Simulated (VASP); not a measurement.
The system is Zr2CdF6.

```
Zr Cd F
1.0
     0.00000    4.00476    4.00476
     4.00476    0.00000    4.00476
     4.00476    4.00476    0.00000
Zr Cd F
2 1 6
Direct
  0.25000 0.25000 0.25000
  0.75000 0.75000 0.75000
  0.00000 0.00000 0.00000
  0.75000 0.25000 0.25000
  0.25000 0.75000 0.75000
  0.25000 0.75000 0.25000
  0.75000 0.25000 0.75000
  0.25000 0.25000 0.75000
  0.75000 0.75000 0.25000
```

This cell differs from its parent crystal: atoms taken out.

```yaml
Program: VASP 6.6.1
Task: relaxation of cell and atoms
Functional: PBE
Potentials_or_basis: VASP PAW PBE potentials, release 64 (Zr_sv, Cd, F)
Cutoff: 600 eV
k_mesh: 4 × 4 × 4
Occupations: gaussian, width 0.1 eV
Spin: no spin polarisation
```

At the start: pressure 8.3 GPa; volume 14.27 Å³/atom.

Question: Where does the relaxation end?

Answer: Over 5 steps the energy falls by 159.7 meV/atom and the volume is 13.63 Å³/atom (-4.5 %); space group Fm-3m (No. 225, to 0.1 Å) before and after.

Step by step:
```tsv
step	energy change (eV)	largest force (eV/Å)	pressure (GPa)	volume (Å³)
1	0.0000	3.3157	8.28	128.46
2	-0.7225	0.7018	-10.13	142.66
3	-1.0730	0.4379	-5.17	136.84
4	-1.3383	0.2572	-3.02	129.49
5	-1.4371	0.0231	-0.03	122.64
```

Final structure:
```yaml
crystal:
  lattice:
    - [0.00000, 3.94338, 3.94338]
    - [3.94338, 0.00000, 3.94338]
    - [3.94338, 3.94338, 0.00000]
  atoms:
    - { symbol: Zr, position: [0.25000, 0.25000, 0.25000] }
    - { symbol: Zr, position: [0.75000, 0.75000, 0.75000] }
    - { symbol: Cd, position: [0.00000, 0.00000, 0.00000] }
    - { symbol: F, position: [0.72921, 0.27079, 0.27079] }
    - { symbol: F, position: [0.27079, 0.72921, 0.72921] }
    - { symbol: F, position: [0.27079, 0.72921, 0.27079] }
    - { symbol: F, position: [0.72921, 0.27079, 0.72921] }
    - { symbol: F, position: [0.27079, 0.27079, 0.72921] }
    - { symbol: F, position: [0.72921, 0.72921, 0.27079] }
```

Caveat: the cell differs from its parent crystal (atoms taken out).
